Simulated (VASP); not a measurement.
# Al (P6_3/mmc) in VASP: notebook, part 2 of 2

VASP 6.6.1.

## 3. Single point, r2SCAN (14.69 Å³/atom)

This run uses another cell than the first one, of 14.69 Å³/atom.

File POSCAR:

```
Al
1.0
    2.7456748259      0.0000000000      0.0000000000
   -1.3728374129      2.3778241498      0.0000000000
    0.0000000000      0.0000000000      9.0009017810
Al
4
Direct
    1.0000000000      0.0000000000      0.0000000000
    1.0000000000      0.0000000000      0.5000000000
    0.3333333333      0.6666666667      0.2500000000
    0.6666666667      0.3333333333      0.7500000000
```

File INCAR.step1:

```
PREC = Accurate
ENCUT = 520
ISMEAR = -1
SIGMA = 0.1
LREAL = False
LASPH = True
NELM = 80
NBANDS = 14
GGA = PE
ALGO = Normal
EDIFF = 1E-4
LWAVE = True
LCHARG = False
```

File INCAR.step2:

```
PREC = Accurate
ENCUT = 520
EDIFF = 1E-6
ISMEAR = -1
SIGMA = 0.1
LREAL = False
LASPH = True
NELM = 80
ALGO = Normal
ISIF = 2
LWAVE = False
LCHARG = False
METAGGA = R2SCAN
LMIXTAU = True
NBANDS = 14
ISTART = 1
```

File KPOINTS:

```
regular mesh
0
Gamma
  14 14 4
```

Potentials or basis: VASP PAW PBE potentials, release 64 (Al).

Run with:

```bash
> cat potpaw_PBE.64/Al/POTCAR > POTCAR
> cp INCAR.step1 INCAR
> mpirun -np 1 vasp_std > vasp.out
> cp INCAR.step2 INCAR
> mpirun -np 1 vasp_std > vasp.out
```

OUTCAR:

```text
PREC = Accurate
   ENCUT = 520
   EDIFF = 1E-6
   ISMEAR = -1
   LREAL = False
   LASPH = True
   NELM = 80
   ISIF = 2
   METAGGA = R2SCAN
   ISTART = 1

 ion  position               nearest neighbor table
   1  0.000  0.000  0.000-   3 2.75   4 2.75   4 2.75   3 2.75   4 2.75   3 2.75
   2  0.000  0.000  0.500-   3 2.75   4 2.75   4 2.75   3 2.75   4 2.75   3 2.75
   3  0.333  0.667  0.250-   1 2.75   2 2.75   1 2.75   2 2.75   1 2.75   2 2.75
   4  0.667  0.333  0.750-   1 2.75   2 2.75   1 2.75   2 2.75   1 2.75   2 2.75

  LATTYP: Found a hexagonal cell.
 ALAT       =     2.7456748259
 C/A-ratio  =     3.2782111327

  Lattice vectors:

 A1 = (   2.7456748259,   0.0000000000,   0.0000000000)
 A2 = (  -1.3728374129,   2.3778241498,   0.0000000000)
 A3 = (   0.0000000000,   0.0000000000,   9.0009017810)

Analysis of symmetry for initial positions (statically):
=====================================================================
 Subroutine PRICEL returns:
 Original cell was already a primitive cell.

 Routine SETGRP: Setting up the symmetry group for a
 hexagonal supercell.

 Subroutine GETGRP returns: Found 24 space group operations
 (whereof 12 operations were pure point group operations)
 out of a pool of 24 trial point group operations.

The static configuration has the point symmetry D_3d.
 The point group associated with its full space group is D_6h.

Analysis of symmetry for dynamics (positions and initial velocities):
=====================================================================
 Subroutine PRICEL returns:
 Original cell was already a primitive cell.

 Routine SETGRP: Setting up the symmetry group for a
 hexagonal supercell.

 Subroutine GETGRP returns: Found 24 space group operations
 (whereof 12 operations were pure point group operations)
 out of a pool of 24 trial point group operations.

The dynamic configuration has the point symmetry D_3d.
 The point group associated with its full space group is D_6h.

 Subroutine INISYM returns: Found 24 space group operations
 (whereof 12 operations are pure point group operations),
 and found     1 'primitive' translations

----------------------------------------------------------------------------------------

                                     Primitive cell

  volume of cell :      58.7645

  direct lattice vectors                    reciprocal lattice vectors
     2.745674826  0.000000000  0.000000000     0.364209188  0.210276273  0.000000000
    -1.372837413  2.377824150  0.000000000     0.000000000  0.420552546  0.000000000
     0.000000000  0.000000000  9.000901781     0.000000000  0.000000000  0.111099979

  length of vectors
     2.745674826  2.745674826  9.000901781     0.420552546  0.420552546  0.111099979

  position of ions in fractional coordinates (direct lattice)
     0.000000000  0.000000000  0.000000000
     0.000000000  0.000000000  0.500000000
     0.333333333  0.666666667  0.250000000
     0.666666667  0.333333333  0.750000000

  ion indices of the primitive-cell ions
   primitive index   ion index
                 1           1
                 2           2
                 3           3
                 4           4

----------------------------------------------------------------------------------------

 KPOINTS: regular mesh
[... 47 lines left out ...]
  0.285714  0.285714  0.000000      6.000000
  0.357143  0.285714  0.000000      6.000000
 [... further k-points ...]
   k-points           NKPTS =     72   k-points in BZ     NKDIM =     72   number of bands    NBANDS=     14
   number of dos      NEDOS =    301   number of ions     NIONS =      4
   total plane-waves  NPLWV =  28000
   dimension x,y,z NGX =    20 NGY =   20 NGZ =   70
   dimension x,y,z NGXF=    40 NGYF=   40 NGZF=  140
   ions per type =               4
   NGX,Y,Z   is equivalent  to a cutoff of  12.11, 12.11, 12.93 a.u.
   NGXF,Y,Z  is equivalent  to a cutoff of  24.22, 24.22, 25.86 a.u.
 SYSTEM =  unknown system
   PREC   = accura    normal or accurate (medium, high low for compatibility)
   ISTART =      1    job   : 0-new  1-cont  2-samecut
   ICHARG =      0    charge: 1-file 2-atom 10-const
   ISPIN  =      1    spin polarized calculation?
   LNONCOLLINEAR =      F non collinear calculations
   LSORBIT =      F    spin-orbit coupling
   LASPH  =      T    aspherical Exc in radial PAW
   ENCUT  =  520.0 eV  38.22 Ry    6.18 a.u.   5.11  5.11 16.74*2*pi/ulx,y,z
   NELM   =     80;   NELMIN=  2; NELMDL=  0     # of ELM steps
   EDIFF  = 0.1E-05   stopping-criterion for ELM
   LREAL  =      F    real-space projection
   EDIFFG = 0.1E-04   stopping-criterion for IOM
   NSW    =      0    number of steps for IOM
   IBRION =     -1    ionic relax: 0-MD 1-quasi-New 2-CG
   NFREE  =      0    steps in history (QN), initial steepest desc. (CG)
   ISIF   =      2    stress and relaxation
   ISYM   =      2    0-nonsym 1-usesym 2-fastsym
   POTIM  = 0.5000    time-step for ionic-motion
   TEBEG  =    0.0;   TEEND  =   0.0 temperature during run
   PSTRESS=    0.0 pullay stress
   NELECT =      12.0000    total number of electrons
   NUPDOWN=      -1.0000    fix difference up-down
   EMIN   =  10.00;   EMAX   =-10.00  energy-range for DOS
   EFERMI =   0.00;   METHOD = LEGACY
   ISMEAR =    -1;   SIGMA  =   0.10  broadening in eV -4-tet -1-fermi 0-gaus
   EFERMI_NEDOS =   21; number of points for ismear=-14 and -15
   IALGO  =     38    algorithm
   IMIX   =      4    mixing-type and parameters
     AMIX     =   0.40;   BMIX     =  1.00
     AMIX_MAG =   1.60;   BMIX_MAG =  1.00
  volume/ion in A,a.u.               =      14.69        99.14
  Fermi-wavevector in a.u.,A,eV,Ry     =   0.964044  1.821779 12.645000  0.929381
  Thomas-Fermi vector in A             =   2.093642
   LORBIT       =      0    0 simple, 1 ext, 2 COOP (PROOUT), +10 PAW based schemes
   METAGGA = R2SCAN    functional components
   LHFCALC =     F    Hartree Fock is set to
   AEXX    =    0.0000 exact exchange contribution
   IVDW    =     0    specifies the selected vdW correction
   LEPSILON=     F    determine dielectric tensor
   LRPA    =     F    only Hartree local field effects (RPA)
 non-spin polarized calculation
  energy-cutoff  :      520.00
  volume of cell :       58.76
 maximum number of plane-waves:      1600
   NGX = 11   NGY = 11   NGZ = 33

 number of electron      12.0000000 magnetization

 Free energy of the ion-electron system (eV)
  ---------------------------------------------------
  ext. energy  EPLUGINS =         0.00000000
  ---------------------------------------------------
  free energy    TOTEN  =       -26.78741869 eV

  energy without entropy =      -26.74399727  energy(sigma->0) =      -26.76570798

 E-fermi :   9.2798     XC(G=0): -11.3470

 val. band max:        9.2466317657   @ k =   0.2857   0.2143   0.0000
 cond. band min:       9.3052050661   @ k =   0.2857   0.0714   0.0000
 fundamental gap:      0.0585733004
 Fermi energy:         9.2798311762

 k-point     1 :       0.0000    0.0000    0.0000
  band No.  band energies     occupation
      1      -3.4098      2.00000
      2      -1.4880      2.00000
      3      -1.4877      2.00000
      4       3.7684      2.00000
      5       4.5295      2.00000
      6      13.1080      0.00000
      7      13.1124      0.00000
      8      21.6563      0.00000
      9      21.6563      0.00000
     10      21.6819      0.00000
     11      21.6819      0.00000
     12      22.6161      0.00000
     13      22.6164      0.00000
     14      22.6513      0.00000
[... 377 lines left out ...]
      1       4.8912      2.00000
      2       4.9258      2.00000
      3       6.1936      2.00000
      4       6.2574      2.00000
      5       6.6495      2.00000
      6       7.0110      2.00000
      7       7.3564      2.00000
      8       8.7373      1.99123
      9       9.1639      1.52232
     10      11.5801      0.00000
     11      12.0826      0.00000
     12      13.0703      0.00000
     13      13.6019      0.00000
     14      13.7401      0.00000

 [... further k-points ...]
[... 5 lines left out ...]
  --------------------------------------------------------------------------------------
  -------------------------------------------------------------------------------------
  Total        3.0897075      3.0897075      3.4175299      0.0000000     -0.0000000      0.0000000
  in kB       84.2389785     84.2389785     93.1768560      0.0000000     -0.0000000      0.0000000
  external PRESSURE =      87.2182710 kB  Pullay stress =       0.0000000 kB

 VOLUME and BASIS-vectors are now :
 -----------------------------------------------------------------------------
  energy-cutoff  :      520.00
  volume of cell :       58.76
      direct lattice vectors                 reciprocal lattice vectors
     2.745674826  0.000000000  0.000000000     0.364209188  0.210276273  0.000000000
    -1.372837413  2.377824150  0.000000000     0.000000000  0.420552546  0.000000000
     0.000000000  0.000000000  9.000901781     0.000000000  0.000000000  0.111099979

 POSITION                                       TOTAL-FORCE (eV/Angst)
 -----------------------------------------------------------------------------------
      0.00000      0.00000      0.00000         0.000000      0.000000      0.000000
      0.00000      0.00000      4.50045         0.000000      0.000000      0.000000
     -0.00000      1.58522      2.25023         0.000000      0.000000      0.000000
      1.37284      0.79261      6.75068        -0.000000      0.000000     -0.000000
 -----------------------------------------------------------------------------------
    total drift:                               -0.000000      0.000000     -0.000000

  FREE ENERGIE OF THE ION-ELECTRON SYSTEM (eV)
  ---------------------------------------------------
  free  energy   TOTEN  =       -26.7874186927 eV

  energy  without entropy=      -26.7439972695  energy(sigma->0) =      -26.76570798
```

Run time: 1.7 min. Hardware: 1 thread of AMD EPYC 9R45 (Zen 5), shared host; peak memory 0.16 GiB.

What came out:

- Free energy: -26.7874 eV
- Pressure: 8.7 GPa
- Band gap on the k mesh: zero (bands 6 and 7 overlap by 6.17 eV)

Caveat: the cell stands under pressure; the PAW data sets were made with another functional, which shifts forces and pressure a little.

The gap in the log of VASP goes by the Fermi energy; the results here count the filled bands.